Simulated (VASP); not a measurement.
# Al (Fm-3m) in VASP: further runs, part 2 of 2

VASP 6.6.1. The steps go on from the part before.

### 3 Single point, LDA

This run uses another cell than the first one, of 15.80 Å³/atom, 0.893 times its volume.

INCAR

```
  PREC = Accurate
  ENCUT = 520
  EDIFF = 1E-6
  ISMEAR = -1
  SIGMA = 0.1
  LREAL = False
  LASPH = True
  NELM = 100
  ALGO = Normal
  ISIF = 2
  LWAVE = False
  LCHARG = False
  GGA = CA
  NBANDS = 8
```

KPOINTS

```
Automatic mesh
0
Gamma
  2 2 2
```

POSCAR

```
Al
1.0
    0.0000000000      1.9916090303      1.9916090303
    1.9916090303      0.0000000000      1.9916090303
    1.9916090303      1.9916090303      0.0000000000
Al
1
Direct
    0.0000000000      0.0000000000      0.0000000000
```

Potentials or basis: VASP PAW LDA potentials, release 64 (Al).

On the command line:

```sh
cat potpaw_LDA.64/Al/POTCAR > POTCAR
mpirun -np 1 vasp_std > vasp.out
```

OUTCAR:

```text
PREC = Accurate
   ENCUT = 520
   EDIFF = 1E-6
   ISMEAR = -1
   LREAL = False
   LASPH = True
   NELM = 100
   ISIF = 2
   GGA = CA

 ion  position               nearest neighbor table
   1  0.000  0.000  0.000-

  LATTYP: Found a face centered cubic cell.
 ALAT       =     3.9832180606

  Lattice vectors:

 A1 = (   0.0000000000,   1.9916090303,   1.9916090303)
 A2 = (   1.9916090303,   0.0000000000,   1.9916090303)
 A3 = (   1.9916090303,   1.9916090303,   0.0000000000)

Analysis of symmetry for initial positions (statically):
=====================================================================
 Subroutine PRICEL returns:
 Original cell was already a primitive cell.

 Routine SETGRP: Setting up the symmetry group for a
 face centered cubic supercell.

 Subroutine GETGRP returns: Found 48 space group operations
 (whereof 48 operations were pure point group operations)
 out of a pool of 48 trial point group operations.

The static configuration has the point symmetry O_h .

[... 134 lines left out ...]
  energy without entropy =       -4.88016257  energy(sigma->0) =       -4.88080171

 E-fermi :   5.9506     XC(G=0): -10.4960

 val. band max:        5.2685326155   @ k =   0.5000   0.5000   0.0000
 cond. band min:       6.6327142974   @ k =   0.5000   0.5000   0.0000
 fundamental gap:      1.3641816819
 Fermi energy:         5.9506234965

 k-point     1 :       0.0000    0.0000    0.0000
  band No.  band energies     occupation
      1      -3.1383      2.00000
      2      21.0753      0.00000
      3      21.0753      0.00000
      4      21.0753      0.00000
      5      22.7324      0.00000
      6      22.7324      0.00000
      7      22.7324      0.00000
      8      25.2172      0.00000
[... 12 lines left out ...]
 k-point     3 :       0.5000    0.5000    0.0000
  band No.  band energies     occupation
      1       5.2685      1.99782
      2       6.6327      0.00218
      3      13.5802      0.00000
      4      14.0041      0.00000
      5      14.0041      0.00000
      6      17.6242      0.00000
      7      33.9982      0.00000
      8      35.5776      0.00000

------------------------ aborting loop because EDIFF is reached ----------------------------------------

  FORCE on cell =-STRESS in cart. coord.  units (eV):
  Direction    XX          YY          ZZ          XY          YZ          ZX
  --------------------------------------------------------------------------------------
  -------------------------------------------------------------------------------------
  Total       -0.4859760     -0.4859760     -0.4859760      0.0000000      0.0000000     -0.0000000
  in kB      -49.2814173    -49.2814173    -49.2814173      0.0000000      0.0000000     -0.0000000
  external PRESSURE =     -49.2814173 kB  Pullay stress =       0.0000000 kB

 VOLUME and BASIS-vectors are now :
 -----------------------------------------------------------------------------
  energy-cutoff  :      520.00
  volume of cell :       15.80
      direct lattice vectors                 reciprocal lattice vectors
     0.000000000  1.991609030  1.991609030    -0.251053290  0.251053290  0.251053290
     1.991609030  0.000000000  1.991609030     0.251053290 -0.251053290  0.251053290
     1.991609030  1.991609030  0.000000000     0.251053290  0.251053290 -0.251053290

 POSITION                                       TOTAL-FORCE (eV/Angst)
 -----------------------------------------------------------------------------------
      0.00000      0.00000      0.00000         0.000000     -0.000000     -0.000000
 -----------------------------------------------------------------------------------
    total drift:                                0.000000      0.000000     -0.000000

  FREE ENERGIE OF THE ION-ELECTRON SYSTEM (eV)
  ---------------------------------------------------
  free  energy   TOTEN  =        -4.8814408414 eV

  energy  without entropy=       -4.8801625707  energy(sigma->0) =       -4.88080171
```

Wall time 1 s (1 thread of Intel Xeon 6975P-C, shared host); peak memory 0.11 GiB.

What came out:

- Free energy: -4.8814 eV
- Pressure: -4.9 GPa

Levels at points of the mesh, in eV from the Fermi level:
```tsv
k point	band 1	band 2	band 3	band 4
(0.00, 0.00, 0.00)	-9.09	15.12	15.12	15.12
(0.50, 0.00, 0.00)	-2.41	-2.13	13.94	13.94
(0.50, 0.50, 0.00)	-0.68	0.68	7.63	8.05
```

Caveat: the k points lie up to 1.37 Å⁻¹ apart.
